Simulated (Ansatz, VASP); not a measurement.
Ni in VASP and in Ansatz

```
Ni
1.0
     2.42263    0.00000    0.00000
    -1.21131    2.09806    0.00000
     0.00000    0.00000    7.93838
Ni
4
Direct
  0.00000 0.00000 0.00000
  0.00000 0.00000 0.50000
  0.33333 0.66667 0.25000
  0.66667 0.33333 0.75000
```

Alike in both runs: task single point; functional BLYP; k mesh 16 × 16 × 5; occupations fermi-dirac, width 0.05 eV; collinear spin.

|  | VASP | Ansatz |
| --- | --- | --- |
| version | VASP 6.6.1 | Ansatz 0.2.0 |
| potentials or method | VASP PAW PBE potentials, release 64 (Ni), cutoff 520 eV | plane waves (420 eV) with PAW, scalar-relativistic |
| valence electrons in the cell | 40 | 72 |

Ansatz gave:

| Property | Result |
| --- | --- |
| net moment per atom (μB) | 0.58 |
| size of the moment on the site where the two differ most (μB) | 0.62 |

Problem. Which values does VASP return?

Solution. net moment per atom (μB): 0.57; size of the moment on the site where the two differ most (μB): 0.58.

VASP's potentials were made for PBE, not for BLYP. Site moments also hang on the region over which each program counts them. With one functional, cell and mesh, what is left measures potentials, basis and numerics. VASP's potentials hold 40 valence electrons a cell and Ansatz's 72, so a difference there can come from the potentials and not from the codes.
